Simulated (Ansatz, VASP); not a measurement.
# One calculation of ZrO5, two programs

File INCAR:

```
SYSTEM = ZrO5
PREC = Accurate
ENCUT = 520
EDIFF = 1E-6
ISMEAR = 0
SIGMA = 0.1
LREAL = .False.
LASPH = .True.
NELM = 60
ALGO = Normal
ISIF = 2
LWAVE = .False.
LCHARG = .False.
GGA = PE
NBANDS = 30
```

KPOINTS

```
Automatic mesh
0
Gamma
  6 6 4
  0 0 0
```

The input POSCAR:

```
ZrO5
1.0
    4.1047426600      0.0000000000      0.0000000000
   -2.0523713300      3.5548114200      0.0000000000
    0.0000000000      0.0000000000      4.4885643100
Zr O
1 5
Direct
    0.0000000000      0.0000000000      0.0000000000
    0.6437806000      0.0000000000      0.0000000000
    0.0000000000      0.6437806000      0.0000000000
    0.3562194000      0.3562194000      0.0000000000
    0.0000000000      0.0000000000      0.3342535400
    0.0000000000      0.0000000000      0.6657464600
```

Input for Ansatz:

```yaml
crystal:
  lattice:
    - [4.10474266, 0.0, 0.0]
    - [-2.05237133, 3.55481142, 0.0]
    - [0.0, 0.0, 4.48856431]
  atoms:
    - { symbol: Zr, position: [0.0, 0.0, 0.0] }
    - { symbol: O, position: [0.6437806, 0.0, 0.0] }
    - { symbol: O, position: [0.0, 0.6437806, 0.0] }
    - { symbol: O, position: [0.3562194, 0.3562194, 0.0] }
    - { symbol: O, position: [0.0, 0.0, 0.33425354] }
    - { symbol: O, position: [0.0, 0.0, 0.66574646] }
basis:
  ecutwfc: 420
kpoints:
  mp_grid: { grid: [6, 6, 4] }
hamiltonian:
  xc: pbe
scf:
  occupations: { method: gaussian, width: 0.1 }
  lower_state_search: "off"
output:
  forces: true
  stress: true
  eigenvalues: true
```

Alike in both runs: task single point; functional PBE; k mesh 6 × 6 × 4; occupations gaussian, width 0.1 eV; no spin polarisation.

```csv
,VASP,Ansatz
version,VASP 6.6.1,Ansatz 0.2.0
potentials or method,"VASP PAW PBE potentials, release 64 (Zr_sv, O), cutoff 520 eV","scalar-relativistic, plane waves, PAW"
valence electrons in the cell,42,42
```

```csv
,VASP,Ansatz,Ansatz less VASP
gap on the k mesh at the Fermi level (eV),none,none,-
rms of the force components (eV/Å),14.094,12.984,-1.1102
```

Atom by atom the forces differ by 1.127 eV/Å (rms over components). A gap of «none» marks a metal or a gap that the smearing closes. The functional is the same, so the differences come from potentials, cutoffs and numerics.
